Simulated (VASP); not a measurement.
# Nb (Fm-3m) in VASP: further runs

The runs below take Nb through relaxation of cell and atoms, with LDA.

All numbers are computed with VASP 6.6.1; they aren't measurements. Logs are shortened: lines on timing, memory, paths and dates and some standing lists are left out, and cuts for length are marked.

### 1 The cell of the first run

Symmetry: Fm-3m, No. 225, cubic system. The conventional cell has a = 4.230 Å, b = 4.230 Å, c = 4.230 Å, α = 90.00°, β = 90.00°, γ = 90.00°. Nb (site symmetry m-3m) has 12 Nb at 2.99 Å within 3.9 Å.

This isn't the form of Nb at room conditions, which is bcc.

### 2 Relaxation of cell and atoms, LDA

Input file INCAR:

```
ALGO     = Normal         # electronic algorithm
EDIFF    = 1E-6           # SCF threshold, eV
EDIFFG   = -0.02          # ionic threshold
ENCUT    = 600            # plane-wave cutoff, eV
IBRION   = 2              # ionic algorithm
ISIF     = 3              # what is computed and relaxed
ISMEAR   = 1              # smearing method
LASPH    = True           # aspherical terms in the spheres
LCHARG   = False          # write CHGCAR
LREAL    = False          # projectors in reciprocal space
LWAVE    = False          # write WAVECAR
NELM     = 100            # most SCF steps
NSW      = 80             # ionic steps
PREC     = Accurate       # precision mode
SIGMA    = 0.05           # smearing width, eV
```

Input file KPOINTS:

```
k-points
0
Gamma
  18 18 18
```

Input file POSCAR:

```
Nb
1.0
    0.0000000000      2.1150000000      2.1150000000
    2.1150000000      0.0000000000      2.1150000000
    2.1150000000      2.1150000000      0.0000000000
Nb
1
Direct
    0.0000000000      0.0000000000      0.0000000000
```

Potentials or basis: VASP PAW LDA potentials, release 64 (Nb_sv).

On the command line:

```sh
$ cat potpaw_LDA.64/Nb_sv/POTCAR > POTCAR
$ mpirun -np 1 vasp_std > vasp.out
```

OUTCAR:

```text
EDIFF = 1E-6
   EDIFFG = -0.02
   ENCUT = 600
   IBRION = 2
   ISIF = 3
   ISMEAR = 1
   LASPH = True
   LREAL = False
   NELM = 100
   NSW = 80
   PREC = Accurate

 ion  position               nearest neighbor table
   1  0.000  0.000  0.000-

  LATTYP: Found a face centered cubic cell.
 ALAT       =     4.2300000000

  Lattice vectors:

 A1 = (   0.0000000000,   2.1150000000,   2.1150000000)
 A2 = (   2.1150000000,   0.0000000000,   2.1150000000)
 A3 = (   2.1150000000,   2.1150000000,   0.0000000000)

Analysis of symmetry for initial positions (statically):
=====================================================================
 Subroutine PRICEL returns:
 Original cell was already a primitive cell.

 Routine SETGRP: Setting up the symmetry group for a
 face centered cubic supercell.

 Subroutine GETGRP returns: Found 48 space group operations
 (whereof 48 operations were pure point group operations)
 out of a pool of 48 trial point group operations.

The static configuration has the point symmetry O_h .

Analysis of symmetry for dynamics (positions and initial velocities):
=====================================================================
 Subroutine PRICEL returns:
 Original cell was already a primitive cell.

 Routine SETGRP: Setting up the symmetry group for a
 face centered cubic supercell.

 Subroutine GETGRP returns: Found 48 space group operations
 (whereof 48 operations were pure point group operations)
 out of a pool of 48 trial point group operations.

The dynamic configuration has the point symmetry O_h .

 Subroutine INISYM returns: Found 48 space group operations
 (whereof 48 operations are pure point group operations),
 and found     1 'primitive' translations

----------------------------------------------------------------------------------------

                                     Primitive cell

  volume of cell :      18.9217

  direct lattice vectors                    reciprocal lattice vectors
     0.000000000  2.115000000  2.115000000    -0.236406619  0.236406619  0.236406619
     2.115000000  0.000000000  2.115000000     0.236406619 -0.236406619  0.236406619
     2.115000000  2.115000000  0.000000000     0.236406619  0.236406619 -0.236406619

  length of vectors
     2.991061684  2.991061684  2.991061684     0.409468276  0.409468276  0.409468276

  position of ions in fractional coordinates (direct lattice)
     0.000000000  0.000000000  0.000000000

  ion indices of the primitive-cell ions
   primitive index   ion index
                 1           1

----------------------------------------------------------------------------------------

 KPOINTS: k-points

Automatic generation of k-mesh.
 Grid dimensions read from file:
 generate k-points for:   18   18   18

 Generating k-lattice:

  Cartesian coordinates                     Fractional coordinates (reciprocal lattice)
    -0.013133701  0.013133701  0.013133701     0.055555556  0.000000000  0.000000000
     0.013133701 -0.013133701  0.013133701     0.000000000  0.055555556  0.000000000
     0.013133701  0.013133701 -0.013133701     0.000000000  0.000000000  0.055555556

  Length of vectors
     0.022748238  0.022748238  0.022748238

  Shift w.r.t. Gamma in fractional coordinates (k-lattice)
     0.000000000  0.000000000  0.000000000

 Subroutine IBZKPT returns following result:
 ===========================================

 Found    195 irreducible k-points:

 Following reciprocal coordinates:
            Coordinates               Weight
  0.000000  0.000000  0.000000      1.000000
  0.055556  0.000000  0.000000      8.000000
  0.111111  0.000000  0.000000      8.000000
  0.166667  0.000000  0.000000      8.000000
  0.222222  0.000000  0.000000      8.000000
  0.277778  0.000000  0.000000      8.000000
[... 16 lines left out ...]
 -0.277778  0.055556  0.000000     24.000000
 -0.222222  0.055556  0.000000     24.000000
 [... further k-points ...]
   k-points           NKPTS =    195   k-points in BZ     NKDIM =    195   number of bands    NBANDS=     10
   number of dos      NEDOS =    301   number of ions     NIONS =      1
   total plane-waves  NPLWV =  13824
   dimension x,y,z NGX =    24 NGY =   24 NGZ =   24
   dimension x,y,z NGXF=    48 NGYF=   48 NGZF=   48
   ions per type =               1
   NGX,Y,Z   is equivalent  to a cutoff of  13.34, 13.34, 13.34 a.u.
   NGXF,Y,Z  is equivalent  to a cutoff of  26.68, 26.68, 26.68 a.u.
 SYSTEM =  unknown system
   PREC   = accura    normal or accurate (medium, high low for compatibility)
   ISTART =      0    job   : 0-new  1-cont  2-samecut
   ICHARG =      2    charge: 1-file 2-atom 10-const
   ISPIN  =      1    spin polarized calculation?
   LNONCOLLINEAR =      F non collinear calculations
   LSORBIT =      F    spin-orbit coupling
   LASPH  =      T    aspherical Exc in radial PAW
   ENCUT  =  600.0 eV  44.10 Ry    6.64 a.u.   5.97  5.97  5.97*2*pi/ulx,y,z
   NELM   =    100;   NELMIN=  2; NELMDL= -5     # of ELM steps
   EDIFF  = 0.1E-05   stopping-criterion for ELM
   LREAL  =      F    real-space projection
   EDIFFG = -.2E-01   stopping-criterion for IOM
   NSW    =     80    number of steps for IOM
   IBRION =      2    ionic relax: 0-MD 1-quasi-New 2-CG
   NFREE  =      1    steps in history (QN), initial steepest desc. (CG)
   ISIF   =      3    stress and relaxation
   ISYM   =      2    0-nonsym 1-usesym 2-fastsym
   POTIM  = 0.5000    time-step for ionic-motion
   TEBEG  =    0.0;   TEEND  =   0.0 temperature during run
   PSTRESS=    0.0 pullay stress
   NELECT =      13.0000    total number of electrons
   NUPDOWN=      -1.0000    fix difference up-down
   EMIN   =  10.00;   EMAX   =-10.00  energy-range for DOS
   EFERMI =   0.00;   METHOD = LEGACY
   ISMEAR =     1;   SIGMA  =   0.05  broadening in eV -4-tet -1-fermi 0-gaus
   EFERMI_NEDOS =   21; number of points for ismear=-14 and -15
   IALGO  =     38    algorithm
   IMIX   =      4    mixing-type and parameters
     AMIX     =   0.40;   BMIX     =  1.00
     AMIX_MAG =   1.60;   BMIX_MAG =  1.00
  volume/ion in A,a.u.               =      18.92       127.69
  Fermi-wavevector in a.u.,A,eV,Ry     =   1.444560  2.729823 28.392005  2.086754
  Thomas-Fermi vector in A             =   2.562841
   LORBIT       =      0    0 simple, 1 ext, 2 COOP (PROOUT), +10 PAW based schemes
   GGA     = CA    functional components
   LHFCALC =     F    Hartree Fock is set to
   AEXX    =    0.0000 exact exchange contribution
   IVDW    =     0    specifies the selected vdW correction
   LEPSILON=     F    determine dielectric tensor
   LRPA    =     F    only Hartree local field effects (RPA)
 conjugate gradient relaxation of ions
 non-spin polarized calculation
 Methfessel and Paxton  Order N= 1 SIGMA  =   0.05
  energy-cutoff  :      600.00
  volume of cell :       18.92
 maximum number of plane-waves:       646
   NGX = 11   NGY = 11   NGZ = 11

--------------------------------------- Ionic step        1  -------------------------------------------

 number of electron      13.0000001 magnetization

 Free energy of the ion-electron system (eV)
  ---------------------------------------------------
  ext. energy  EPLUGINS =         0.00000000
  ---------------------------------------------------
  free energy    TOTEN  =       -10.85028646 eV

  energy without entropy =      -10.85045269  energy(sigma->0) =      -10.85034187

------------------------ aborting loop because EDIFF is reached ----------------------------------------

  FORCE on cell =-STRESS in cart. coord.  units (eV):
  Direction    XX          YY          ZZ          XY          YZ          ZX
  --------------------------------------------------------------------------------------
  -------------------------------------------------------------------------------------
  Total       -1.2623064     -1.2623064     -1.2623064      0.0000000     -0.0000000      0.0000000
  in kB     -106.8843862   -106.8843862   -106.8843862      0.0000000     -0.0000000      0.0000000
  external PRESSURE =    -106.8843862 kB  Pullay stress =       0.0000000 kB
[... 90 lines left out ...]
  energy  without entropy=      -10.8920222004  energy(sigma->0) =      -10.89203728

--------------------------------------- Ionic step        4  -------------------------------------------

 number of electron      13.0000000 magnetization

 Free energy of the ion-electron system (eV)
  ---------------------------------------------------
  ext. energy  EPLUGINS =         0.00000000
  ---------------------------------------------------
  free energy    TOTEN  =       -10.89211934 eV

  energy without entropy =      -10.89212360  energy(sigma->0) =      -10.89212076

 E-fermi :  11.5948     XC(G=0): -12.7998

 val. band max:       11.5946662919   @ k =   0.3333   0.1667   0.0556
 cond. band min:      11.5970422144   @ k =   0.4444   0.3333   0.1111
 fundamental gap:      0.0023759225
 Fermi energy:        11.5947537575

 k-point     1 :       0.0000    0.0000    0.0000
  band No.  band energies     occupation
      1     -42.8404      2.00000
      2     -18.2639      2.00000
      3     -18.2639      2.00000
      4     -18.2639      2.00000
      5       5.2551      2.00000
      6      11.6291      0.08995
      7      11.6291      0.08995
      8      11.6291      0.08995
      9      14.4193      0.00000
     10      14.4193      0.00000
[... 287 lines left out ...]
 k-point    24 :      -0.2222    0.0556    0.0000
  band No.  band energies     occupation
      1     -42.7190      2.00000
      2     -18.9770      2.00000
      3     -18.4015      2.00000
      4     -18.3367      2.00000
      5       7.1333      2.00000
      6      10.7287      2.00000
      7      11.9994     -0.00000
      8      12.1223     -0.00000
      9      13.9777      0.00000
     10      14.9094      0.00000

 [... further k-points ...]

------------------------ aborting loop because EDIFF is reached ----------------------------------------

  FORCE on cell =-STRESS in cart. coord.  units (eV):
  Direction    XX          YY          ZZ          XY          YZ          ZX
  --------------------------------------------------------------------------------------
  -------------------------------------------------------------------------------------
  Total       -0.0071229     -0.0071229     -0.0071229      0.0000000     -0.0000000      0.0000000
  in kB       -0.6438705     -0.6438705     -0.6438705      0.0000000     -0.0000000      0.0000000
  external PRESSURE =      -0.6438705 kB  Pullay stress =       0.0000000 kB
[... 16 lines left out ...]
  FREE ENERGIE OF THE ION-ELECTRON SYSTEM (eV)
  ---------------------------------------------------
  free  energy   TOTEN  =       -10.8921193422 eV

  energy  without entropy=      -10.8921235953  energy(sigma->0) =      -10.89212076

 reached required accuracy - stopping structural energy minimisation
```

Run time: 2.7 min. Hardware: 1 thread of Intel Xeon 8259CL, shared host; peak memory 0.18 GiB.

Results:

* Free energy: -10.8921 eV
* Relaxed volume: 17.72 Å³/atom
* Relaxed cell: a = 2.927 Å, b = 2.927 Å, c = 2.927 Å, α = 60.00°, β = 60.00°, γ = 60.00°
* Space group after relaxing (to 0.1 Å): Fm-3m (No. 225)
* Energy gained by relaxing: 41.8 meV/atom
* Ionic steps: 4
* Pressure after relaxing: -0.1 GPa
* Band gap on the k mesh: zero (an odd number of electrons rules out a gap without spin polarisation)

The path:
| step | energy change (eV) | largest force (eV/Å) | pressure (GPa) | volume (Å³) |
| --- | --- | --- | --- | --- |
| 1 | 0.0000 | 0.0000 | -10.69 | 18.92 |
| 2 | 0.1221 | 0.0000 | 28.23 | 15.67 |
| 3 | -0.0418 | 0.0000 | -0.51 | 17.77 |
| 4 | -0.0418 | 0.0000 | -0.06 | 17.72 |

Final structure:
```
Nb
1.0
     0.00000    2.06941    2.06941
     2.06941    0.00000    2.06941
     2.06941    2.06941    0.00000
Nb
1
Direct
  0.00000 0.00000 0.00000
```

LDA usually gives volumes a few per cent too small. Zero-point motion and thermal expansion aren't in these numbers.

### 3 Relaxation of cell and atoms, LDA, target pressure 5 GPa, at which the enthalpy is minimised

Input file INCAR:

```
SYSTEM = Nb
PREC = Accurate ; ENCUT = 600
EDIFF = 1E-6 ; ISMEAR = 1
SIGMA = 0.05 ; LREAL = .FALSE.
LASPH = .TRUE. ; NELM = 100
ALGO = Normal ; ISIF = 3
LWAVE = .FALSE. ; LCHARG = .FALSE.
IBRION = 2 ; NSW = 80
EDIFFG = -0.02 ; PSTRESS = 50.0
```

Input file KPOINTS:

```
Automatic mesh
0
G
  18 18 18
  0 0 0
```

POSCAR is that of step 2.

Potentials or basis: VASP PAW LDA potentials, release 64 (Nb_sv).

On the command line:

```sh
$ cat potpaw_LDA.64/Nb_sv/POTCAR > POTCAR
$ mpirun -np 1 vasp_std > vasp.out
```

Run time: 2.6 min. Hardware: 1 thread of Intel Xeon 8259CL, shared host; peak memory 0.18 GiB.

It converged, with:

```yaml
Free_energy: -10.8856 eV
Relaxed_volume: 17.28 Å³/atom
Relaxed_cell: a = 2.902 Å, b = 2.902 Å, c = 2.902 Å, α = 60.00°, β = 60.00°, γ = 60.00°
Space_group_after_relaxing_to_0.1_Å: Fm-3m (No. 225)
Energy_change_on_relaxing_the_run_minimises_the_enthalpy: -35.3 meV/atom
Ionic_steps: 4
Pressure_after_relaxing: 4.8 GPa
Band_gap_on_the_k_mesh: zero (an odd number of electrons rules out a gap without spin polarisation)
```

Step by step:
| step | energy change (eV) | largest force (eV/Å) | pressure (GPa) | volume (Å³) |
| --- | --- | --- | --- | --- |
| 1 | 0.0000 | 0.0000 | -10.69 | 18.92 |
| 2 | 0.4817 | 0.0000 | 57.00 | 14.29 |
| 3 | -0.0380 | 0.0000 | 3.65 | 17.38 |
| 4 | -0.0353 | 0.0000 | 4.84 | 17.28 |

Final structure:
```
Nb
1.0
     0.00000    2.05197    2.05197
     2.05197    0.00000    2.05197
     2.05197    2.05197    0.00000
Nb
1
Direct
  0.00000 0.00000 0.00000
```

Levels at points of the mesh, in eV from the Fermi level:
```
           k point  band 4  band 5  band 6  band 7  band 8  band 9
(0.00, 0.00, 0.00)  -29.77   -6.38    0.02    0.02    0.02    2.91
(0.50, 0.00, 0.00)  -29.97   -4.16   -0.21   -0.21    1.78    5.16
(0.50, 0.50, 0.00)  -30.32   -4.53   -3.75    4.16    5.13    5.82
```

Caveat: the cell is relaxed towards a set pressure, so the run minimises the enthalpy, not the energy. Zero-point motion and thermal expansion aren't in these numbers.

### 4 Relaxation of cell and atoms, LDA, target pressure 10 GPa, at which the enthalpy is minimised

Input file INCAR:

```
PREC = Accurate
ENCUT = 600
EDIFF = 1E-7
ISMEAR = 1
SIGMA = 0.05
LREAL = F
LASPH = T
NELM = 60
ALGO = Normal
ISIF = 3
LWAVE = F
LCHARG = F
GGA = CA
IBRION = 2
NSW = 80
EDIFFG = -0.02
PSTRESS = 100.0
```

Input file KPOINTS:

```
regular mesh
0
Gamma
  18 18 18
```

POSCAR is that of step 3.

On the command line:

```sh
$ cat potpaw_LDA.64/Nb_sv/POTCAR > POTCAR
$ mpirun -np 1 vasp_std > vasp.out
```

Run time: 3.7 min. Hardware: 1 thread of Intel Xeon 8259CL, shared host; peak memory 0.18 GiB.

It converged, with:

```yaml
Free_energy: -10.8660 eV
Relaxed_volume: 16.85 Å³/atom
Relaxed_cell: a = 2.878 Å, b = 2.878 Å, c = 2.878 Å, α = 60.00°, β = 60.00°, γ = 60.00°
Space_group_after_relaxing_to_0.1_Å: Fm-3m (No. 225)
Energy_change_on_relaxing_the_run_minimises_the_enthalpy: -15.7 meV/atom
Ionic_steps: 5
Pressure_after_relaxing: 10.0 GPa
Band_gap_on_the_k_mesh: zero (an odd number of electrons rules out a gap without spin polarisation)
```

Step by step:
```csv
step,energy change (eV),largest force (eV/Å),pressure (GPa),volume (Å³)
1,0.0000,0.0000,-10.68,18.92
2,1.0937,0.0000,96.58,12.99
3,-0.0264,0.0000,7.58,17.05
4,-0.0181,0.0000,9.53,16.89
5,-0.0157,0.0000,10.04,16.85
```

Final structure:
```
Nb
1.0
     0.00000    2.03499    2.03499
     2.03499    0.00000    2.03499
     2.03499    2.03499    0.00000
Nb
1
Direct
  0.00000 0.00000 0.00000
```

Levels at points of the mesh, in eV from the Fermi level:
| k point | band 4 | band 5 | band 6 | band 7 | band 8 | band 9 |
| --- | --- | --- | --- | --- | --- | --- |
| (0.00, 0.00, 0.00) | -29.70 | -6.43 | -0.01 | -0.01 | -0.01 | 2.99 |
| (0.50, 0.00, 0.00) | -29.91 | -4.27 | -0.25 | -0.25 | 1.89 | 5.31 |
| (0.50, 0.50, 0.00) | -30.29 | -4.69 | -3.90 | 4.34 | 5.28 | 6.00 |

Caveat: the cell is relaxed towards a set pressure, so the run minimises the enthalpy, not the energy. Zero-point motion and thermal expansion aren't in these numbers.

### 5 Relaxation of cell and atoms, LDA, target pressure 20 GPa, at which the enthalpy is minimised

Input file INCAR:

```
SYSTEM = Nb
ALGO = Normal ; EDIFF = 1E-7
EDIFFG = -0.02 ; ENCUT = 600
IBRION = 2 ; ISIF = 3
ISMEAR = 1 ; LASPH = .TRUE.
LCHARG = .FALSE. ; LREAL = .FALSE.
LWAVE = .FALSE. ; NELM = 60
NSW = 80 ; PREC = Accurate
PSTRESS = 200.0 ; SIGMA = 0.05
```

Input file KPOINTS:

```
k-points
0
G
  18 18 18
  0 0 0
```

POSCAR is that of step 4.

On the command line:

```sh
$ cat potpaw_LDA.64/Nb_sv/POTCAR > POTCAR
$ mpirun -np 1 vasp_std > vasp.out
```

Wall time 3.6 min (1 thread of Intel Xeon 8259CL, shared host); peak memory 0.18 GiB.

The run converged. Its results:

```
Free energy                                                : -10.8011 eV
Relaxed volume                                             : 16.16 Å³/atom
Relaxed cell                                               : a = 2.838 Å, b = 2.838 Å, c = 2.838 Å, α = 60.00°, β = 60.00°, γ = 60.00°
Space group after relaxing (to 0.1 Å)                      : Fm-3m (No. 225)
Energy change on relaxing (the run minimises the enthalpy) : +49.2 meV/atom
Ionic steps                                                : 5
Pressure after relaxing                                    : 20.0 GPa
Band gap on the k mesh                                     : zero (an odd number of electrons rules out a gap without spin polarisation)
```

The path:
```tsv
step	energy change (eV)	largest force (eV/Å)	pressure (GPa)	volume (Å³)
1	0.0000	0.0000	-10.68	18.92
2	3.3245	0.0000	223.61	10.63
3	0.0069	0.0000	14.13	16.55
4	0.0364	0.0000	18.37	16.26
5	0.0492	0.0000	20.03	16.16
```

Final structure:
```
CELL_PARAMETERS angstrom
0.00000 2.00650 2.00650
2.00650 0.00000 2.00650
2.00650 2.00650 0.00000
ATOMIC_POSITIONS crystal
Nb 0.00000 0.00000 0.00000
```

Levels at points of the mesh, in eV from the Fermi level:
```csv
k point,band 3,band 4,band 5,band 6,band 7,band 8,band 9,band 10
"(0.00, 0.00, 0.00)",-29.57,-29.57,-6.51,-0.06,-0.06,-0.06,3.11,3.11
"(0.50, 0.00, 0.00)",-29.81,-29.81,-4.45,-0.32,-0.32,2.10,5.58,5.58
"(0.50, 0.50, 0.00)",-30.24,-30.24,-4.97,-4.15,4.67,5.55,6.31,6.31
```

Caveat: the cell is relaxed towards a set pressure, so the run minimises the enthalpy, not the energy.

### 6 The runs side by side

| cell | gap on the mesh (eV) | pressure (GPa) |
| --- | --- | --- |
| relaxed | none | -0.1 |
| relaxed to 5 GPa | none | 4.8 |
| relaxed to 10 GPa | none | 10.0 |
| relaxed to 20 GPa | none | 20.0 |

Alike in all rows: task relaxation of cell and atoms; level LDA; potentials or basis VASP PAW LDA potentials, release 64 (Nb_sv); no spin polarisation; k mesh 18 × 18 × 18; cutoff (eV) 600; smearing methfessel-paxton 0.05 eV.

Caveats: the cell is relaxed towards a set pressure, so the run minimises the enthalpy, not the energy (at least some runs).

Total energies depend on the potentials used, so only differences within one code and one set of settings carry meaning.
